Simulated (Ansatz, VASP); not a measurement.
One calculation of Ag, two programs

```
Ag
1.0
     2.87327    0.00000    0.00000
    -1.43663    2.48832    0.00000
     0.00000    0.00000    4.67737
Ag
2
Cartesian
  0.0000 1.6589 1.1693
  1.4366 0.8294 3.5080
```

Alike in both runs: functional PBEsol; k mesh 12 × 12 × 8; occupations fermi-dirac, width 0.05 eV; no spin polarisation.

Ansatz relaxed the structure, and its values are those at the end. VASP's run is a single point on that final structure, the one shown.

|  | VASP | Ansatz |
| --- | --- | --- |
| version | VASP 6.6.1 | Ansatz 0.2.0 |
| potentials or method | VASP PAW PBE potentials, release 64 (Ag) | PAW with Ansatz's default frozen-core files, scalar-relativistic |
| plane-wave cutoff (eV) | 520 | 420 |
| valence electrons in the cell | 22 | 38 |

Ansatz gave:

* pressure (GPa): 0.0

**Question.** Estimate VASP's values.

**Answer.** Pressure (GPa): -0.2.

VASP's potentials were made for PBE, not for PBEsol. The functional is the same, so the differences come from potentials, cutoffs and numerics. VASP's potentials hold 22 valence electrons a cell and Ansatz's 38, so a difference there can come from the potentials and not from the codes.
